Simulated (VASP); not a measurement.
Crystal: LiReH6.

```
Li Re H
1.0
     3.31200    0.00000    0.00000
     0.00000    3.31200    0.00000
     0.00000    0.00000    6.54588
Li Re H
1 1 6
Cartesian
  0.0000 0.0000 3.2729
  0.0000 0.0000 0.0000
  1.6560 1.6560 0.0000
  1.6560 1.6560 3.2729
  1.6560 0.0000 1.6241
  1.6560 0.0000 4.9218
  0.0000 1.6560 1.6241
  0.0000 1.6560 4.9218
```

The cell was generated, and may not be a known phase.

| Item | Value |
| --- | --- |
| Program | VASP 6.6.1 |
| Task | relaxation of cell and atoms |
| Functional | PBE |
| Potentials or basis | VASP PAW PBE potentials, release 64 (Li_sv, Re, H) |
| Cutoff | 600 eV |
| k mesh | 6 × 6 × 4 |
| Occupations | gaussian, width 0.1 eV |
| Spin | no spin polarisation |

At the start: pressure -29.8 GPa; volume 8.98 Å³/atom.

Task: How do energy, volume and symmetry change on relaxing?

Result: Over 18 steps the energy falls by 610.8 meV/atom and the volume is 7.31 Å³/atom (-18.6 %); space group P4/mmm (No. 123, to 0.1 Å) before and after.

Step by step:
```csv
step,energy change (eV),largest force (eV/Å),pressure (GPa),volume (Å³)
1,0.0000,1.7583,-29.76,71.80
2,-3.2997,1.5016,-21.73,55.83
3,-4.3097,0.8151,-0.18,46.67
4,-4.3169,0.6599,4.87,45.43
5,-4.3193,0.7192,2.93,45.89
6,-4.4378,0.5142,3.57,46.46
7,-4.5974,0.0403,5.95,47.89
8,-4.6072,0.2505,7.05,48.39
9,-4.6922,0.1612,3.51,50.18
10,-4.7754,0.0078,-2.77,54.31
11,-4.7773,0.0380,-3.75,55.11
12,-4.8453,0.0333,-1.56,55.37
13,-4.8735,0.0180,1.45,55.61
14,-4.8780,0.0760,0.52,56.39
15,-4.8792,0.1228,-0.23,57.04
16,-4.8837,0.0757,-0.25,57.60
17,-4.8841,0.0784,-0.25,59.30
18,-4.8864,0.0043,-0.26,58.47
```

Final structure:
```xyz
8
Lattice="2.8631 0.0000 0.0000 0.0000 2.8631 0.0000 0.0000 0.0000 7.1328" Properties=species:S:1:pos:R:3 pbc="T T T"
Li    0.0000    0.0000    3.5664
Re    0.0000    0.0000    0.0000
H     1.4316    1.4316    0.0000
H     1.4316    1.4316    3.5664
H     1.4316    0.0000    1.1841
H     1.4316    0.0000    5.9488
H     0.0000    1.4316    1.1841
H     2.8631    1.4316    5.9488
```

Caveat: the cutoff is under 1.25 times the usual one of these potentials, so pressure, stress and relaxed cells hold a basis-set (Pulay) error; the volume moved by over 15 % at a fixed basis, so the end points are rough.
